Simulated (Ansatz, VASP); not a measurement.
Ge: VASP beside Ansatz

INCAR

```
SYSTEM = Ge
PREC = Accurate
ENCUT = 520
EDIFF = 1E-7
ISMEAR = 0
SIGMA = 0.15
LREAL = .FALSE.
LASPH = .TRUE.
NELM = 80
ALGO = Normal
ISIF = 2
LWAVE = .FALSE.
LCHARG = .FALSE.
NBANDS = 21
```

File KPOINTS:

```
regular mesh
0
G
  14 14 14
  0 0 0
```

File POSCAR:

```
Ge
1.0
    0.0000000000      2.8434572514      2.7452228512
    2.8434572514      0.0000000000      2.7452228512
    2.8434572514      2.8434572514      0.0000000000
Ge
2
Direct
    0.5087522293      0.4912477707      0.4912477707
    0.7412477707      0.7587522293      0.7587522293
```

Input for Ansatz:

```yaml
crystal:
  lattice:
    - [0.0, 2.8434572514, 2.7452228512]
    - [2.8434572514, 0.0, 2.7452228512]
    - [2.8434572514, 2.8434572514, 0.0]
  atoms:
    - { symbol: Ge, position: [0.5087522293, 0.4912477707, 0.4912477707] }
    - { symbol: Ge, position: [0.7412477707, 0.7587522293, 0.7587522293] }
basis:
  ecutwfc: 420
kpoints:
  mp_grid: { grid: [14, 14, 14] }
hamiltonian:
  xc: lda
  pseudopotentials: { kind: paw, azcp: { folder: soft_1 } }
scf:
  occupations: { method: gaussian, width: 0.15 }
output:
  forces: true
  stress: true
  eigenvalues: true
```

Change from the starting cell: mode 4 frozen in at -0.049 Å, strain +e along z and -e/2 along x and y -0.0233.

Alike in both runs: task single point; functional LDA; k mesh 14 × 14 × 14; occupations gaussian, width 0.15 eV; no spin polarisation.

```csv
,VASP,Ansatz
version,VASP 6.6.1,Ansatz 0.2.0
potentials or method,"VASP PAW LDA potentials, release 64 (Ge_d), cutoff 520 eV","scalar-relativistic, plane waves, PAW"
valence electrons in the cell,28,28
```

```csv
,VASP,Ansatz,Ansatz less VASP
gap on the k mesh at the Fermi level (eV),none,none,-
pressure (GPa),0.5,0.4,-0.13
"traceless stress, the component that is largest in VASP (GPa)",-3.17,-3.13,+0.044
rms of the force components (eV/Å),0.643,0.638,-0.0053
```

Ansatz warns that its potentials were made for another functional, while VASP's fit it. LDA's correlation is that of Perdew and Zunger in VASP and of Perdew and Wang (1992) in Ansatz. Atom by atom the forces differ by 0.005 eV/Å (rms over components). A gap of «none» marks a metal or a gap that the smearing closes.
